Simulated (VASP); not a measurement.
Wanted: the native input for a VASP 6.6.1 run.

```yaml
Task: single point
Functional: LDA
Potentials_or_basis: VASP PAW LDA potentials, release 64 (Ti_sv)
Cutoff: 520 eV
k_mesh: 18 × 18 × 10
Occupations: gaussian, width 0.1 eV
Spin: no spin polarisation
Dipole_correction: no
Further_INCAR_settings: ALGO = Fast; EDIFF = 1e-06; NBANDS = 19
```

The structure of Ti lies in POSCAR:

```
Ti
1.0
    2.8639728619      0.0000000000      0.0000000000
   -1.4319864310      2.4802732541      0.0000000000
    0.0000000000      0.0000000000      4.5347341912
Ti
2
Direct
    0.3333333333      0.6666666667      0.2500000000
    0.6666666667      0.3333333333      0.7500000000
```

The input as run:

INCAR

```
SYSTEM = Ti
PREC = Accurate
ENCUT = 520
EDIFF = 1E-6
ISMEAR = 0
SIGMA = 0.1
LREAL = .False.
LASPH = .True.
NELM = 60
ALGO = Fast
ISIF = 2
LWAVE = .False.
LCHARG = .False.
NBANDS = 19
```

KPOINTS

```
Automatic mesh
0
Gamma
  18 18 10
  0 0 0
```

Potentials or basis: VASP PAW LDA potentials, release 64 (Ti_sv).

Launch:

```sh
$ cat potpaw_LDA.64/Ti_sv/POTCAR > POTCAR
$ mpirun -np 1 vasp_std > vasp.out
```

Results of the run:

| Item | Value |
| --- | --- |
| Pressure | -0.2 GPa |
| Band gap on the k mesh | zero (band 12 reaches 9.76 eV, above the bottom of band 13 at 8.62 eV) |

Run time: 7 min on 1 thread of AMD EPYC 7R43 64-Core Processor (Zen 3), with other jobs on the host, peak memory 0.18 GiB.
